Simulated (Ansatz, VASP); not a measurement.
# Mn in VASP and in Ansatz

```
CELL_PARAMETERS angstrom
2.07373 0.00000 0.00000
-1.03686 1.79590 0.00000
0.00000 0.00000 3.33462
ATOMIC_POSITIONS crystal
Mn 0.33333 0.66667 0.25000
Mn 0.66667 0.33333 0.75000
```

Change from the starting cell: volume scaled by 0.58, LAPW.

Alike in both runs: task single point; functional PBE; k mesh 17 × 17 × 9; occupations fermi-dirac, width 0.05 eV; no spin polarisation.

|  | VASP | Ansatz |
| --- | --- | --- |
| version | VASP 6.6.1 | Ansatz 0.2.0 |
| potentials or method | VASP PAW PBE potentials, release 64 (Mn_pv), cutoff 520 eV | all-electron LAPW, scalar-relativistic |

Ansatz gave:

```
pressure (GPa)                                                : 477.3
traceless stress, the component that is largest in VASP (GPa) : 0.02
```

Q: What did VASP give for the same quantities?

A: Pressure (GPa): 495.1; traceless stress, the component that is largest in VASP (GPa): 1.11.

Both programs put the cell under a high pressure, so it lies far from rest at this level. Ansatz ran all-electron here, and VASP with PAW potentials.

Noted on VASP's run: the cell as given lies far from equilibrium.
